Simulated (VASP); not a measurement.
# TePb (Fm-3m) in VASP: notebook, part 2 of 2

VASP 6.6.1. Earlier steps stand in the parts before.

**3. Single point, PBE (volume scaled by 0.98)**

The input, INCAR:

```
SYSTEM = TePb
ALGO     = Normal         ! electronic algorithm
EDIFF    = 1E-7           ! SCF threshold, eV
ENCUT    = 520            ! plane-wave cutoff, eV
GGA      = PE             ! functional
ISIF     = 2              ! what is computed and relaxed
ISMEAR   = -1             ! smearing method
LASPH    = .True.         ! aspherical terms in the spheres
LCHARG   = .False.        ! write CHGCAR
LREAL    = .False.        ! projectors in reciprocal space
LWAVE    = .False.        ! write WAVECAR
NBANDS   = 17             ! bands
NELM     = 100            ! most SCF steps
PREC     = Accurate       ! precision mode
SIGMA    = 0.08           ! smearing width, eV
```

The input, KPOINTS:

```
k-points
0
Gamma
  11 11 11
  0 0 0
```

The input, POSCAR:

```
TePb
1.0
    0.0000000000      3.2053416293      3.2053416293
    3.2053416293      0.0000000000      3.2053416293
    3.2053416293      3.2053416293      0.0000000000
Te Pb
1 1
Direct
    0.5000000000      0.5000000000      0.5000000000
    0.0000000000      0.0000000000      0.0000000000
```

Potentials or basis: VASP PAW PBE potentials, release 64 (Te, Pb_d).

Run with:

```sh
$ cat potpaw_PBE.64/Te/POTCAR potpaw_PBE.64/Pb_d/POTCAR > POTCAR
$ mpirun -np 1 vasp_std > vasp.out
```

OUTCAR:

```text
SYSTEM = TePb
   EDIFF = 1E-7
   ENCUT = 520
   GGA = PE
   ISIF = 2
   ISMEAR = -1
   LASPH = .True.
   LREAL = .False.
   NELM = 100
   PREC = Accurate

 ion  position               nearest neighbor table
   1  0.500  0.500  0.500-   2 3.21   2 3.21   2 3.21   2 3.21   2 3.21   2 3.21
   2  0.000  0.000  0.000-   1 3.21   1 3.21   1 3.21   1 3.21   1 3.21   1 3.21

  LATTYP: Found a face centered cubic cell.
 ALAT       =     6.4106832586

  Lattice vectors:

 A1 = (   0.0000000000,   3.2053416293,   3.2053416293)
 A2 = (   3.2053416293,   0.0000000000,   3.2053416293)
 A3 = (   3.2053416293,   3.2053416293,   0.0000000000)

Analysis of symmetry for initial positions (statically):
=====================================================================
 Subroutine PRICEL returns:
 Original cell was already a primitive cell.

 Routine SETGRP: Setting up the symmetry group for a
 face centered cubic supercell.

 Subroutine GETGRP returns: Found 48 space group operations
 (whereof 48 operations were pure point group operations)
 out of a pool of 48 trial point group operations.

The static configuration has the point symmetry O_h .

Analysis of symmetry for dynamics (positions and initial velocities):
=====================================================================
 Subroutine PRICEL returns:
 Original cell was already a primitive cell.

 Routine SETGRP: Setting up the symmetry group for a
 face centered cubic supercell.

 Subroutine GETGRP returns: Found 48 space group operations
 (whereof 48 operations were pure point group operations)
 out of a pool of 48 trial point group operations.

The dynamic configuration has the point symmetry O_h .

 Subroutine INISYM returns: Found 48 space group operations
 (whereof 48 operations are pure point group operations),
 and found     1 'primitive' translations

----------------------------------------------------------------------------------------

                                     Primitive cell

  volume of cell :      65.8647

  direct lattice vectors                    reciprocal lattice vectors
     0.000000000  3.205341629  3.205341629    -0.155989613  0.155989613  0.155989613
     3.205341629  0.000000000  3.205341629     0.155989613 -0.155989613  0.155989613
     3.205341629  3.205341629  0.000000000     0.155989613  0.155989613 -0.155989613

  length of vectors
     4.533037604  4.533037604  4.533037604     0.270181935  0.270181935  0.270181935

  position of ions in fractional coordinates (direct lattice)
     0.500000000  0.500000000  0.500000000
     0.000000000  0.000000000  0.000000000

  ion indices of the primitive-cell ions
   primitive index   ion index
                 1           1
                 2           2

----------------------------------------------------------------------------------------

 KPOINTS: k-points

Automatic generation of k-mesh.
 Grid dimensions read from file:
 generate k-points for:   11   11   11

 Generating k-lattice:

  Cartesian coordinates                     Fractional coordinates (reciprocal lattice)
    -0.014180874  0.014180874  0.014180874     0.090909091  0.000000000  0.000000000
     0.014180874 -0.014180874  0.014180874     0.000000000  0.090909091  0.000000000
     0.014180874  0.014180874 -0.014180874     0.000000000  0.000000000  0.090909091

  Length of vectors
     0.024561994  0.024561994  0.024561994

  Shift w.r.t. Gamma in fractional coordinates (k-lattice)
     0.000000000  0.000000000  0.000000000

 Subroutine IBZKPT returns following result:
 ===========================================

 Found     56 irreducible k-points:

 Following reciprocal coordinates:
            Coordinates               Weight
  0.000000  0.000000  0.000000      1.000000
  0.090909  0.000000  0.000000      8.000000
  0.181818  0.000000  0.000000      8.000000
  0.272727  0.000000  0.000000      8.000000
  0.363636  0.000000  0.000000      8.000000
  0.454545  0.000000  0.000000      8.000000
[... 16 lines left out ...]
 -0.272727  0.181818  0.000000     24.000000
 -0.181818  0.181818  0.000000     12.000000
 [... further k-points ...]
   k-points           NKPTS =     56   k-points in BZ     NKDIM =     56   number of bands    NBANDS=     17
   number of dos      NEDOS =    301   number of ions     NIONS =      2
   total plane-waves  NPLWV =  46656
   dimension x,y,z NGX =    36 NGY =   36 NGZ =   36
   dimension x,y,z NGXF=    72 NGYF=   72 NGZF=   72
   ions per type =               1   1
   NGX,Y,Z   is equivalent  to a cutoff of  13.20, 13.20, 13.20 a.u.
   NGXF,Y,Z  is equivalent  to a cutoff of  26.41, 26.41, 26.41 a.u.
 SYSTEM =  TePb
   PREC   = accura    normal or accurate (medium, high low for compatibility)
   ISTART =      0    job   : 0-new  1-cont  2-samecut
   ICHARG =      2    charge: 1-file 2-atom 10-const
   ISPIN  =      1    spin polarized calculation?
   LNONCOLLINEAR =      F non collinear calculations
   LSORBIT =      F    spin-orbit coupling
   LASPH  =      T    aspherical Exc in radial PAW
   ENCUT  =  520.0 eV  38.22 Ry    6.18 a.u.   8.43  8.43  8.43*2*pi/ulx,y,z
   NELM   =    100;   NELMIN=  2; NELMDL= -5     # of ELM steps
   EDIFF  = 0.1E-06   stopping-criterion for ELM
   LREAL  =      F    real-space projection
   EDIFFG = 0.1E-05   stopping-criterion for IOM
   NSW    =      0    number of steps for IOM
   IBRION =     -1    ionic relax: 0-MD 1-quasi-New 2-CG
   NFREE  =      0    steps in history (QN), initial steepest desc. (CG)
   ISIF   =      2    stress and relaxation
   ISYM   =      2    0-nonsym 1-usesym 2-fastsym
   POTIM  = 0.5000    time-step for ionic-motion
   TEBEG  =    0.0;   TEEND  =   0.0 temperature during run
   PSTRESS=    0.0 pullay stress
   NELECT =      20.0000    total number of electrons
   NUPDOWN=      -1.0000    fix difference up-down
   EMIN   =  10.00;   EMAX   =-10.00  energy-range for DOS
   EFERMI =   0.00;   METHOD = LEGACY
   ISMEAR =    -1;   SIGMA  =   0.08  broadening in eV -4-tet -1-fermi 0-gaus
   EFERMI_NEDOS =   21; number of points for ismear=-14 and -15
   IALGO  =     38    algorithm
   IMIX   =      4    mixing-type and parameters
     AMIX     =   0.40;   BMIX     =  1.00
     AMIX_MAG =   1.60;   BMIX_MAG =  1.00
  volume/ion in A,a.u.               =      32.93       222.24
  Fermi-wavevector in a.u.,A,eV,Ry     =   1.100358  2.079374 16.473755  1.210787
  Thomas-Fermi vector in A             =   2.236767
   LORBIT       =      0    0 simple, 1 ext, 2 COOP (PROOUT), +10 PAW based schemes
   GGA     = PE    functional components
   LHFCALC =     F    Hartree Fock is set to
   AEXX    =    0.0000 exact exchange contribution
   IVDW    =     0    specifies the selected vdW correction
   LEPSILON=     F    determine dielectric tensor
   LRPA    =     F    only Hartree local field effects (RPA)
 non-spin polarized calculation
  energy-cutoff  :      520.00
  volume of cell :       65.86
 maximum number of plane-waves:      1807
 NGX is ok and might be reduce to    36
   NGX = 17   NGY = 17   NGZ = 17

 number of electron      20.0000000 magnetization

 Free energy of the ion-electron system (eV)
  ---------------------------------------------------
  ext. energy  EPLUGINS =         0.00000000
  ---------------------------------------------------
  free energy    TOTEN  =        -7.47447274 eV

  energy without entropy =       -7.47433189  energy(sigma->0) =       -7.47440232

 E-fermi :   6.3257     XC(G=0):  -9.4083

 val. band max:        5.8955062867   @ k =   0.4545   0.0000   0.0000
 cond. band min:       6.7073445723   @ k =   0.4545   0.0000   0.0000
 fundamental gap:      0.8118382856
 Fermi energy:         6.3256795385

 k-point     1 :       0.0000    0.0000    0.0000
  band No.  band energies     occupation
      1     -10.8239      2.00000
      2     -10.8239      2.00000
      3     -10.8128      2.00000
      4     -10.8128      2.00000
      5     -10.8128      2.00000
      6      -6.2828      2.00000
[... 9 lines left out ...]
     16      11.6778      0.00000
     17      13.2151      0.00000

 k-point     2 :       0.0909    0.0000    0.0000
  band No.  band energies     occupation
      1     -10.8250      2.00000
      2     -10.8250      2.00000
      3     -10.8126      2.00000
      4     -10.8116      2.00000
      5     -10.8116      2.00000
      6      -6.2092      2.00000
[... 9 lines left out ...]
     16      11.8411      0.00000
     17      13.8684      0.00000
[... 421 lines left out ...]
 k-point    24 :      -0.1818    0.1818    0.0000
  band No.  band energies     occupation
      1     -10.8354      2.00000
      2     -10.8338      2.00000
      3     -10.8103      2.00000
      4     -10.8040      2.00000
      5     -10.8000      2.00000
      6      -5.5351      2.00000
[... 9 lines left out ...]
     16      14.4643      0.00000
     17      14.6567      0.00000

 [... further k-points ...]
[... 5 lines left out ...]
  --------------------------------------------------------------------------------------
  -------------------------------------------------------------------------------------
  Total        1.3527714      1.3527714      1.3527714      0.0000000      0.0000000      0.0000000
  in kB       32.9065257     32.9065257     32.9065257      0.0000000      0.0000000      0.0000000
  external PRESSURE =      32.9065257 kB  Pullay stress =       0.0000000 kB

 VOLUME and BASIS-vectors are now :
 -----------------------------------------------------------------------------
  energy-cutoff  :      520.00
  volume of cell :       65.86
      direct lattice vectors                 reciprocal lattice vectors
     0.000000000  3.205341629  3.205341629    -0.155989613  0.155989613  0.155989613
     3.205341629  0.000000000  3.205341629     0.155989613 -0.155989613  0.155989613
     3.205341629  3.205341629  0.000000000     0.155989613  0.155989613 -0.155989613

 POSITION                                       TOTAL-FORCE (eV/Angst)
 -----------------------------------------------------------------------------------
      3.20534      3.20534      3.20534         0.000000      0.000000      0.000000
      0.00000      0.00000      0.00000        -0.000000     -0.000000     -0.000000
 -----------------------------------------------------------------------------------
    total drift:                               -0.000000      0.000000      0.000000

  FREE ENERGIE OF THE ION-ELECTRON SYSTEM (eV)
  ---------------------------------------------------
  free  energy   TOTEN  =        -7.4744727429 eV

  energy  without entropy=       -7.4743318943  energy(sigma->0) =       -7.47440232
```

Run time: 77 s. Hardware: 1 thread of Intel Xeon Platinum 8259CL at 2.50GHz (Skylake/Cascade Lake), shared host; peak memory 0.24 GiB.

Results:

```
Free energy : -7.4745 eV
Pressure    : 3.3 GPa
```

Levels at points of the mesh, in eV from the Fermi level:
| k point | band 7 | band 8 | band 9 | band 10 | band 11 | band 12 | band 13 | band 14 |
| --- | --- | --- | --- | --- | --- | --- | --- | --- |
| (0.00, 0.00, 0.00) | -5.92 | -1.83 | -1.83 | -1.83 | 3.72 | 3.72 | 3.72 | 5.35 |

Caveat: the cell differs from its parent crystal (volume scaled by 0.98); this odd mesh misses L, where the gap lies, so gap, dielectric constants and Born charges aren't listed; spin-orbit coupling is left out, which moves the levels of the heavy elements.

**4. Single point, PBE**

This run uses another cell than the first one, of 33.60 Å³/atom, 1.042 times its volume.

The input, INCAR:

```
SYSTEM = TePb
PREC = Accurate
ENCUT = 520
EDIFF = 1E-6
ISMEAR = -1
SIGMA = 0.08
LREAL = .FALSE.
LASPH = .TRUE.
NELM = 100
ALGO = Normal
ISIF = 2
LWAVE = .FALSE.
LCHARG = .FALSE.
GGA = PE
NBANDS = 17
```

The input, KPOINTS:

```
regular mesh
0
G
  11 11 11
  0 0 0
```

The input, POSCAR:

```
TePb
1.0
    0.0000000000      3.2270000000      3.2270000000
    3.2270000000      0.0000000000      3.2270000000
    3.2270000000      3.2270000000      0.0000000000
Te Pb
1 1
Direct
    0.5000000000      0.5000000000      0.5000000000
    0.0000000000      0.0000000000      0.0000000000
```

Potentials or basis: VASP PAW PBE potentials, release 64 (Te, Pb_d).

Run with:

```sh
$ cat potpaw_PBE.64/Te/POTCAR potpaw_PBE.64/Pb_d/POTCAR > POTCAR
$ mpirun -np 1 vasp_std > vasp.out
```

OUTCAR:

```text
SYSTEM = TePb
   PREC = Accurate
   ENCUT = 520
   EDIFF = 1E-6
   ISMEAR = -1
   LREAL = .FALSE.
   LASPH = .TRUE.
   NELM = 100
   ISIF = 2
   GGA = PE

 ion  position               nearest neighbor table
   1  0.500  0.500  0.500-   2 3.23   2 3.23   2 3.23   2 3.23   2 3.23   2 3.23
   2  0.000  0.000  0.000-   1 3.23   1 3.23   1 3.23   1 3.23   1 3.23   1 3.23

  LATTYP: Found a face centered cubic cell.
 ALAT       =     6.4540000000

  Lattice vectors:

 A1 = (   0.0000000000,   3.2270000000,   3.2270000000)
 A2 = (   3.2270000000,   0.0000000000,   3.2270000000)
 A3 = (   3.2270000000,   3.2270000000,   0.0000000000)

Analysis of symmetry for initial positions (statically):
=====================================================================
 Subroutine PRICEL returns:
 Original cell was already a primitive cell.

 Routine SETGRP: Setting up the symmetry group for a
 face centered cubic supercell.

 Subroutine GETGRP returns: Found 48 space group operations
 (whereof 48 operations were pure point group operations)
 out of a pool of 48 trial point group operations.

[... 159 lines left out ...]

  energy without entropy =       -7.49790680  energy(sigma->0) =       -7.49796830

 E-fermi :   6.0810     XC(G=0):  -9.3169

 val. band max:        5.6273325595   @ k =   0.4545   0.0000   0.0000
 cond. band min:       6.4771363295   @ k =   0.4545   0.0000   0.0000
 fundamental gap:      0.8498037700
 Fermi energy:         6.0809860824

 k-point     1 :       0.0000    0.0000    0.0000
  band No.  band energies     occupation
      1     -11.0534      2.00000
      2     -11.0534      2.00000
      3     -11.0439      2.00000
      4     -11.0439      2.00000
      5     -11.0439      2.00000
      6      -6.3770      2.00000
[... 457 lines left out ...]
      4     -11.0358      2.00000
      5     -11.0320      2.00000
      6      -5.6526      2.00000
[... 9 lines left out ...]
     16      14.1727      0.00000
     17      14.3789      0.00000

 [... further k-points ...]

------------------------ aborting loop because EDIFF is reached ----------------------------------------

  FORCE on cell =-STRESS in cart. coord.  units (eV):
  Direction    XX          YY          ZZ          XY          YZ          ZX
  --------------------------------------------------------------------------------------
  -------------------------------------------------------------------------------------
  Total        0.9419465      0.9419465      0.9419465      0.0000000      0.0000000     -0.0000000
  in kB       22.4548391     22.4548391     22.4548391      0.0000000      0.0000000     -0.0000000
  external PRESSURE =      22.4548391 kB  Pullay stress =       0.0000000 kB

 VOLUME and BASIS-vectors are now :
 -----------------------------------------------------------------------------
  energy-cutoff  :      520.00
  volume of cell :       67.21
      direct lattice vectors                 reciprocal lattice vectors
     0.000000000  3.227000000  3.227000000    -0.154942671  0.154942671  0.154942671
     3.227000000  0.000000000  3.227000000     0.154942671 -0.154942671  0.154942671
     3.227000000  3.227000000  0.000000000     0.154942671  0.154942671 -0.154942671

 POSITION                                       TOTAL-FORCE (eV/Angst)
 -----------------------------------------------------------------------------------
      3.22700      3.22700      3.22700         0.000000      0.000000      0.000000
      0.00000      0.00000      0.00000        -0.000000     -0.000000     -0.000000
 -----------------------------------------------------------------------------------
    total drift:                               -0.000000      0.000000      0.000000

  FREE ENERGIE OF THE ION-ELECTRON SYSTEM (eV)
  ---------------------------------------------------
  free  energy   TOTEN  =        -7.4980298035 eV

  energy  without entropy=       -7.4979068023  energy(sigma->0) =       -7.49796830
```

OSZICAR:

```text
N       E                     dE             d eps       ncg     rms          rms(c)
DAV:   1     0.149644835932E+03    0.14964E+03   -0.90147E+03  1912   0.113E+03
DAV:   2     0.260697825123E+01   -0.14704E+03   -0.14217E+03  1995   0.294E+02
DAV:   3    -0.734777335307E+01   -0.99548E+01   -0.98806E+01  2534   0.832E+01
DAV:   4    -0.760678732973E+01   -0.25901E+00   -0.25886E+00  2315   0.150E+01
DAV:   5    -0.761744850714E+01   -0.10661E-01   -0.10661E-01  2760   0.272E+00    0.335E+00
DAV:   6    -0.749941735106E+01    0.11803E+00   -0.25712E-01  2744   0.356E+00    0.207E+00
DAV:   7    -0.749625686751E+01    0.31605E-02   -0.83098E-02  2407   0.140E+00    0.915E-01
DAV:   8    -0.749809123422E+01   -0.18344E-02   -0.96652E-03  2391   0.988E-01    0.144E-01
DAV:   9    -0.749798938960E+01    0.10184E-03   -0.12237E-03  2875   0.372E-01    0.639E-02
DAV:  10    -0.749802355426E+01   -0.34165E-04   -0.15305E-04  2236   0.934E-02    0.198E-02
DAV:  11    -0.749802981465E+01   -0.62604E-05   -0.34252E-05  2595   0.460E-02    0.161E-02
DAV:  12    -0.749802980346E+01    0.11191E-07   -0.17168E-06  2104   0.976E-03
   1 F= -.74980298E+01 E0= -.74979683E+01  d E =-.123001E-03
```

stdout:

```text
POSCAR found type information on POSCAR TePb
 POSCAR found :  2 types and       2 ions
 scaLAPACK will be used
 LDA part: xc-table for (Slater+PW92), standard interpolation
 POSCAR, INCAR and KPOINTS ok, starting setup
 FFT: planning ... GRIDC
 FFT: planning ... GRID_SOFT
 FFT: planning ... GRID
 WAVECAR not read
 entering main loop
```

Run time: 72 s. Hardware: 1 thread of Intel Xeon Platinum 8259CL at 2.50GHz (Skylake/Cascade Lake), shared host; peak memory 0.24 GiB.

What came out:

- Free energy: -7.4980 eV
- Pressure: 2.2 GPa

Caveat: this odd mesh misses L, where the gap lies, so gap, dielectric constants and Born charges aren't listed; spin-orbit coupling is left out, which moves the levels of the heavy elements.

**5. Single point, PBE (volume scaled by 1.02)**

The input, INCAR:

```
PREC = Accurate ; ENCUT = 520
EDIFF = 1E-6 ; ISMEAR = -1
SIGMA = 0.08 ; LREAL = False
LASPH = True ; NELM = 80
ALGO = Normal ; ISIF = 2
LWAVE = False ; LCHARG = False
GGA = PE ; NBANDS = 17
```

The input, KPOINTS:

```
regular mesh
0
Gamma
  11 11 11
```

The input, POSCAR:

```
TePb
1.0
    0.0000000000      3.2483714838      3.2483714838
    3.2483714838      0.0000000000      3.2483714838
    3.2483714838      3.2483714838      0.0000000000
Te Pb
1 1
Direct
    0.5000000000      0.5000000000      0.5000000000
    0.0000000000      0.0000000000      0.0000000000
```

Run with:

```sh
$ cat potpaw_PBE.64/Te/POTCAR potpaw_PBE.64/Pb_d/POTCAR > POTCAR
$ mpirun -np 1 vasp_std > vasp.out
```

Run time: 70 s. Hardware: 1 thread of Intel Xeon Platinum 8259CL at 2.50GHz (Skylake/Cascade Lake), shared host; peak memory 0.24 GiB.

It converged, with:

```
Free energy : -7.5134 eV
Pressure    : 1.3 GPa
```

Levels at points of the mesh, in eV from the Fermi level:
```tsv
k point	band 7	band 8	band 9	band 10	band 11	band 12	band 13	band 14
(0.00, 0.00, 0.00)	-6.06	-1.72	-1.72	-1.72	3.63	3.63	3.63	5.40
```

Caveat: the cell differs from its parent crystal (volume scaled by 1.02); this odd mesh misses L, where the gap lies, so gap, dielectric constants and Born charges aren't listed; spin-orbit coupling is left out, which moves the levels of the heavy elements.

**6. Summary**

| cell | pressure (GPa) |
| --- | --- |
| a = 4.502 Å, angles 60.0°, 2 atoms | 4.4 |
| a = 4.533 Å, angles 60.0°, 2 atoms | 3.3 |
| a = 4.564 Å, angles 60.0°, 2 atoms | 2.2 |
| a = 4.594 Å, angles 60.0°, 2 atoms | 1.3 |

Alike in all rows: task single point; level PBE; potentials or basis VASP PAW PBE potentials, release 64 (Te, Pb_d); no spin polarisation; k mesh 11 × 11 × 11; cutoff (eV) 520; smearing fermi-dirac 0.08 eV.

Caveats: spin-orbit coupling is left out, which moves the levels of the heavy elements.

Total energies depend on the potentials used, so only differences within one code and one set of settings carry meaning.
